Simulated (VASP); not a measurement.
Li: single point with PBEsol+D3(BJ)

The system is Li.

```
CELL_PARAMETERS angstrom
2.54987 0.00000 0.00000
-1.27493 2.20825 0.00000
0.00000 0.00000 4.16845
ATOMIC_POSITIONS crystal
Li 0.33333 0.66667 0.25000
Li 0.66667 0.33333 0.75000
```

```json
{"Program": "VASP 6.6.1", "Task": "single point", "Functional": "PBEsol", "Dispersion": "D3(BJ)", "Potentials or basis": "VASP PAW PBE potentials, release 64 (Li_sv)", "Cutoff": "520 eV", "k mesh": "14 × 14 × 8", "Occupations": "fermi-dirac, width 0.1 eV", "Spin": "no spin polarisation"}
```

| Property | Result |
| --- | --- |
| Band gap on the k mesh | zero (band 3 reaches 5.04 eV, above the bottom of band 4 at -0.28 eV) |
| Dispersion energy per atom | -0.261 eV |

Levels at points of the mesh, in eV from the Fermi level:
```csv
k point,band 1,band 2,band 3,band 4,band 5,band 6,band 7
"(0.00, 0.00, 0.00)",-45.17,-45.03,-4.04,-0.33,5.31,18.09,18.09
"(0.50, 0.00, 0.00)",-45.03,-44.99,-0.28,1.85,6.55,8.03,9.73
"(0.00, 0.00, 0.50)",-45.10,-45.10,-2.81,-2.81,11.69,11.69,19.45
"(0.50, 0.00, 0.50)",-45.01,-45.01,0.72,0.72,5.76,5.76,14.12
```

Wall time 8.9 s on 1 thread of Intel(R) Xeon(R) 6975P-C (Granite Rapids) (shared host), peak memory 0.15 GiB.

Caveat: three body term missing.
